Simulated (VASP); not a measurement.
ZnB4: relaxation of cell and atoms with PBE

The system is ZnB4.

```xyz
5
Lattice="4.8617 0.0000 0.0000 0.0000 4.8617 0.0000 0.0000 0.0000 2.0797" Properties=species:S:1:pos:R:3 pbc="T T T"
Zn    0.0000    0.0000    1.0399
B     1.5540    1.5540    1.0399
B     3.3077    3.3077    1.0399
B     1.5540    3.3077    1.0399
B     3.3077    1.5540    1.0399
```

The cell was built from a structure type or drawn by symmetry, and may not be a known phase.

```json
{
 "Program": "VASP 6.6.1",
 "Task": "relaxation of cell and atoms",
 "Functional": "PBE",
 "Potentials or basis": "VASP PAW PBE potentials, release 64 (Zn, B)",
 "Cutoff": "600 eV",
 "k mesh": "4 × 4 × 8",
 "Occupations": "gaussian, width 0.1 eV",
 "Spin": "no spin polarisation",
 "Dipole correction": "no",
 "Further INCAR settings": "ALGO = Normal; EDIFF = 1e-06; IBRION = 2; EDIFFG = -0.04; NSW = 90; ISIF = 3"
}
```

```yaml
Relaxed_volume: 9.80 Å³/atom
Relaxed_cell: a = 4.848 Å, b = 4.848 Å, c = 2.085 Å, α = 90.00°, β = 90.00°, γ = 90.00°
Space_group_after_relaxing_to_0.1_Å: P4/mmm (No. 123)
Energy_gained_by_relaxing: 1.6 meV/atom
Ionic_steps: 3
Pressure_after_relaxing: 0.6 GPa
Largest_force_after_relaxing: 0.016 eV/Å
Band_gap_on_the_k_mesh: zero (bands 12 and 13 overlap by 2.44 eV)
```

Forces on the atoms (eV/Å):
```
Zn   0.000  0.000  0.000
B    0.011  0.011  0.000
B   -0.011 -0.011  0.000
B    0.011 -0.011  0.000
B   -0.011  0.011  0.000
```

The path:
| step | energy change (eV) | largest force (eV/Å) | pressure (GPa) | volume (Å³) |
| --- | --- | --- | --- | --- |
| 1 | 0.0000 | 0.3452 | -0.69 | 49.16 |
| 2 | -0.0017 | 0.2981 | 1.76 | 48.86 |
| 3 | -0.0082 | 0.0158 | 0.58 | 49.00 |

Final structure:
```
Zn B
1.0
     4.84798    0.00000    0.00000
     0.00000    4.84798    0.00000
     0.00000    0.00000    2.08476
Zn B
1 4
Cartesian
  0.0000 0.0000 1.0424
  1.5558 1.5558 1.0424
  3.2921 3.2921 1.0424
  1.5558 3.2921 1.0424
  3.2921 1.5558 1.0424
```

Levels at points of the mesh, in eV from the Fermi level:
| k point | band 9 | band 10 | band 11 | band 12 | band 13 | band 14 | band 15 | band 16 |
| --- | --- | --- | --- | --- | --- | --- | --- | --- |
| (0.00, 0.00, 0.00) | -7.20 | -4.83 | -2.81 | -2.81 | -1.65 | 2.22 | 8.65 | 8.65 |
| (0.50, 0.00, 0.00) | -5.98 | -5.49 | -5.09 | -2.99 | 1.57 | 3.67 | 6.15 | 6.99 |
| (0.50, 0.50, 0.00) | -7.20 | -2.73 | -1.40 | -1.27 | -1.27 | 3.45 | 4.58 | 4.58 |
| (0.00, 0.00, 0.50) | -2.08 | -1.33 | -1.33 | -1.06 | -0.35 | 1.14 | 1.74 | 2.21 |
| (0.50, 0.00, 0.50) | -2.64 | -2.00 | -1.01 | -0.66 | 1.33 | 1.38 | 1.39 | 1.48 |
| (0.50, 0.50, 0.50) | -2.67 | -2.47 | -2.47 | -1.57 | -0.22 | 1.16 | 3.28 | 3.28 |

Run time: 24 s on 1 thread of AMD EPYC 9R45 (Zen 5) (shared host), peak memory 0.15 GiB.

Caveat: the k points lie up to 0.38 Å⁻¹ apart in the final cell, too coarse for converged energies and pressures of a metal.
